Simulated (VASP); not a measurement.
Set up this calculation in VASP 6.6.1, as the native input.

| Item | Value |
| --- | --- |
| Task | single point |
| Functional | r2SCAN |
| Potentials or basis | VASP PAW PBE potentials, release 64 (B, P) |
| Cutoff | 520 eV |
| k mesh | 8 × 8 × 8 |
| Occupations | gaussian, width 0.01 eV |
| Spin | no spin polarisation |
| Dipole correction | no |
| Further INCAR settings | ALGO = Normal; EDIFF = 1e-07; NBANDS = 11 |

BP:

```
B P
1.0
     2.31362    2.31362    0.00000
    -2.31362    2.31362    0.00000
     0.00000    2.31362    2.24983
B P
1 1
Cartesian
  0.0000 0.0000 0.0000
  1.1568 3.4704 1.1249
```

This cell differs from its parent crystal: film at in-plane strain +0.02.

One way to write it, as run:

POSCAR

```
BP
1.0
    2.3136222856      2.3136222856      0.0000000000
   -2.3136222856      2.3136222856      0.0000000000
    0.0000000000      2.3136222856      2.2498270378
B P
1 1
Direct
    0.0000000000      0.0000000000      0.0000000000
    0.7500000000      0.2500000000      0.5000000000
```

INCAR.step1

```
PREC = Accurate
ENCUT = 520
ISMEAR = 0
SIGMA = 0.01
LREAL = F
LASPH = T
NELM = 100
NBANDS = 11
GGA = PE
ALGO = Normal
EDIFF = 1E-4
LWAVE = T
LCHARG = F
```

INCAR.step2

```
PREC = Accurate
ENCUT = 520
EDIFF = 1E-7
ISMEAR = 0
SIGMA = 0.01
LREAL = F
LASPH = T
NELM = 100
ALGO = Normal
ISIF = 2
LWAVE = F
LCHARG = F
METAGGA = R2SCAN
LMIXTAU = T
NBANDS = 11
ISTART = 1
```

KPOINTS

```
regular mesh
0
Gamma
  8 8 8
```

Potentials or basis: VASP PAW PBE potentials, release 64 (B, P).

The run is started by

```bash
$ cat potpaw_PBE.64/B/POTCAR potpaw_PBE.64/P/POTCAR > POTCAR
$ cp INCAR.step1 INCAR
$ mpirun -np 1 vasp_std > vasp.out
$ cp INCAR.step2 INCAR
$ mpirun -np 1 vasp_std > vasp.out
```

Results of the run:

```
Pressure               : -5.5 GPa
Band gap on the k mesh : 1.08 eV (least direct gap 3.30 eV)
```

Caveat: the cell differs from its parent crystal (film at in-plane strain +0.02); the cell stands under tension; the PAW data sets were made with another functional, which shifts forces and pressure a little.

Wall time 19 s on 1 thread of Intel(R) Xeon(R) 6975P-C (Granite Rapids) (shared host), peak memory 0.14 GiB.
